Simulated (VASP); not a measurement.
The system is Ge2Sb2Te.

```
Ge Sb Te
1.0
     4.11235    0.00000    0.00000
    -2.05617    3.56140    0.00000
     0.00000    0.00000    7.36941
Ge Sb Te
2 2 1
Direct
  0.66667 0.33333 0.80068
  0.33333 0.66667 0.19932
  0.66667 0.33333 0.35374
  0.33333 0.66667 0.64626
  0.00000 0.00000 0.00000
```

| Item | Value |
| --- | --- |
| Program | VASP 6.6.1 |
| Task | relaxation of cell and atoms |
| Functional | PBE |
| Potentials or basis | VASP PAW PBE potentials, release 64 (Ge_d, Sb, Te) |
| Cutoff | 600 eV |
| k mesh | 6 × 6 × 4 |
| Occupations | gaussian, width 0.1 eV |
| Spin | no spin polarisation |

At the start: pressure 21.1 GPa; volume 21.59 Å³/atom.

**Question.** Where does the relaxation end?

**Answer.** Over 14 steps the energy falls by 418.1 meV/atom and the volume is 26.55 Å³/atom (+23.0 %); space group P-3m1 (No. 164, to 0.05 Å).

Step by step:
| step | energy change (eV) | largest force (eV/Å) | pressure (GPa) | volume (Å³) |
| --- | --- | --- | --- | --- |
| 1 | 0.0000 | 1.2961 | 21.07 | 107.93 |
| 2 | -1.2767 | 0.4673 | -5.41 | 158.58 |
| 3 | -1.6593 | 0.4832 | -0.24 | 137.79 |
| 4 | -1.6591 | 0.4769 | -0.45 | 138.44 |
| 5 | -1.7448 | 0.4570 | -0.60 | 138.14 |
| 6 | -1.9497 | 0.4091 | -0.74 | 136.80 |
| 7 | -1.9443 | 0.5341 | 0.21 | 132.36 |
| 8 | -2.0254 | 0.3388 | -0.52 | 135.25 |
| 9 | -2.0288 | 0.3801 | -0.58 | 134.93 |
| 10 | -2.0684 | 0.2831 | 0.87 | 130.96 |
| 11 | -2.0695 | 0.2532 | 1.26 | 130.16 |
| 12 | -2.0870 | 0.0648 | 0.69 | 131.27 |
| 13 | -2.0876 | 0.0565 | 0.51 | 131.57 |
| 14 | -2.0906 | 0.0320 | 0.07 | 132.77 |

Final structure:
```
CELL_PARAMETERS angstrom
4.07678 0.00000 0.00000
-2.03839 3.53059 0.00000
0.00000 0.00000 9.22457
ATOMIC_POSITIONS crystal
Ge 0.66667 0.33333 0.79903
Ge 0.33333 0.66667 0.20097
Sb 0.66667 0.33333 0.38760
Sb 0.33333 0.66667 0.61240
Te 0.00000 0.00000 0.00000
```

Caveat: the volume moved by over 15 % at a fixed basis, so the end points are rough.
